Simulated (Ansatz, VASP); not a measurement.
**Si5Ge: VASP beside Ansatz**

```
Si Ge
1.0
     0.00000    3.64039    3.64039
     3.64039    0.00000    3.64039
     3.64039    3.64039    0.00000
Si Ge
5 1
Direct
  0.25000 0.25000 0.25000
  0.62426 0.12721 0.62426
  0.62426 0.62426 0.12721
  0.62426 0.62426 0.62426
  0.12721 0.62426 0.62426
  0.00000 0.00000 0.00000
```

Change from the starting cell: species swapped into the Be5Pt type (F-43m, No. 216).

Alike in both runs: task single point; functional PBE; k mesh 4 × 4 × 4; occupations gaussian, width 0.1 eV; no spin polarisation.

```csv
,VASP,Ansatz
version,VASP 6.6.1,Ansatz 0.2.0
potentials or method,"VASP PAW PBE potentials, release 64 (Si, Ge_d), cutoff 520 eV","scalar-relativistic, plane waves, PAW"
valence electrons in the cell,34,34
```

|  | VASP | Ansatz | Ansatz less VASP |
| --- | --- | --- | --- |
| gap on the k mesh at the Fermi level (eV) | none | none | - |
| pressure (GPa) | -1.3 | -1.2 | +0.02 |
| rms of the force components (eV/Å) | 0.057 | 0.057 | +0.0004 |

Atom by atom the forces differ by 0.000 eV/Å (rms over components). A gap of «none» marks a metal or a gap that the smearing closes. With one functional, cell and mesh, what is left measures potentials, basis and numerics.

The k mesh is coarse, so the values compare programs but aren't converged.
